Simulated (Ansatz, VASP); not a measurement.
MgO in VASP and in Ansatz

INCAR

```
SYSTEM = MgO
PREC     = Accurate       ! precision mode
ENCUT    = 520            ! plane-wave cutoff, eV
EDIFF    = 1E-7           ! SCF threshold, eV
ISMEAR   = 0              ! smearing method
SIGMA    = 0.05           ! smearing width, eV
LREAL    = .FALSE.        ! projectors in reciprocal space
LASPH    = .TRUE.         ! aspherical terms in the spheres
NELM     = 60             ! most SCF steps
ALGO     = Normal         ! electronic algorithm
ISIF     = 2              ! what is computed and relaxed
LWAVE    = .FALSE.        ! write WAVECAR
LCHARG   = .FALSE.        ! write CHGCAR
GGA      = PE             ! functional
NBANDS   = 16             ! bands
```

File KPOINTS:

```
regular mesh
0
G
  9 9 6
  0 0 0
```

POSCAR

```
MgO
1.0
    3.3152854007      0.0000000000      0.0000000000
   -1.6576427004      2.8711213778      0.0000000000
    0.0000000000      0.0000000000      5.1215474231
Mg O
2 2
Direct
    0.3422748310      0.6845496620      0.0063188067
    0.6756081643      0.3512163287      0.5063188067
    0.3197497906      0.6394995812      0.3982811933
    0.6530831239      0.3061662478      0.8982811933
```

Input for Ansatz:

```yaml
crystal:
  lattice:
    - [3.3152854007, 0.0, 0.0]
    - [-1.6576427004, 2.8711213778, 0.0]
    - [0.0, 0.0, 5.1215474231]
  atoms:
    - { symbol: Mg, position: [0.342274831, 0.684549662, 0.0063188067] }
    - { symbol: Mg, position: [0.6756081643, 0.3512163287, 0.5063188067] }
    - { symbol: O, position: [0.3197497906, 0.6394995812, 0.3982811933] }
    - { symbol: O, position: [0.6530831239, 0.3061662478, 0.8982811933] }
basis:
  ecutwfc: 520.0
kpoints:
  mp_grid: { grid: [9, 9, 6] }
hamiltonian:
  xc: pbe
  pseudopotentials: { kind: paw, azcp: { folder: soft_1 } }
scf:
  occupations: { method: gaussian, width: 0.05 }
output:
  forces: true
  stress: true
  eigenvalues: true
```

Change from the starting cell: mode 11 frozen in at -0.078 Å, equal normal strain along x, y and z +0.0000.

Alike in both runs: task single point; functional PBE; k mesh 9 × 9 × 6; occupations gaussian, width 0.05 eV; no spin polarisation.

|  | VASP | Ansatz |
| --- | --- | --- |
| version | VASP 6.6.1 | Ansatz 0.2.0 |
| potentials or method | VASP PAW PBE potentials, release 64 (Mg, O), cutoff 520 eV | scalar-relativistic, plane waves, PAW |
| valence electrons in the cell | 16 | 32 |

VASP gave:

- gap on the k mesh at the Fermi level (eV): 3.36
- least direct gap on the mesh (eV): 3.36
- pressure (GPa): 0.9
- traceless stress, the component that is largest in VASP (GPa): -3.24
- rms of the force components (eV/Å): 0.722

**Question.** What did Ansatz give for the same quantities?

**Answer.** gap on the k mesh at the Fermi level (eV): 3.37; least direct gap on the mesh (eV): 3.37; pressure (GPa): 1.3; traceless stress, the component that is largest in VASP (GPa): -3.19; rms of the force components (eV/Å): 0.713.

Atom by atom the forces differ by 0.009 eV/Å (rms over components). With one functional, cell and mesh, what is left measures potentials, basis and numerics. VASP's potentials hold 16 valence electrons a cell and Ansatz's 32, so a difference there can come from the potentials and not from the codes.
